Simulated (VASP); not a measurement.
A run of VASP 6.6.1 is set up as follows.

The input INCAR:

```
PREC = Accurate ; ENCUT = 520
EDIFF = 1E-7 ; ISMEAR = 0
SIGMA = 1.0 ; LREAL = False
LASPH = True ; NELM = 60
ALGO = Normal ; ISIF = 2
LWAVE = False ; LCHARG = False
GGA = PE ; NBANDS = 14
```

File KPOINTS:

```
Automatic mesh
0
Gamma
  13 13 7
```

The input POSCAR:

```
Re
1.0
    2.7768706464      0.0000000000      0.0000000000
   -1.3884353232      2.4048405228      0.0000000000
    0.0000000000      0.0000000000      4.4788142384
Re
2
Direct
    0.3333333333      0.6666666667      0.2500000000
    0.6666666667      0.3333333333      0.7500000000
```

Potentials or basis: VASP PAW PBE potentials, release 64 (Re).

Command:

```bash
$ cat potpaw_PBE.64/Re/POTCAR > POTCAR
$ mpirun -np 1 vasp_std > vasp.out
```

Problem. What does it give for the band gap on the k mesh?

Solution. Zero (band 7 reaches 8.84 eV, above the bottom of band 8 at 6.15 eV).

Problem. Predict the pressure.

Solution. 2.3 GPa.

Stress tensor (GPa, compression positive):
```
3.06 0.00 0.00
0.00 3.06 0.00
0.00 0.00 0.87
```

Caveat: spin-orbit coupling is left out, which moves the levels of the heavy elements.
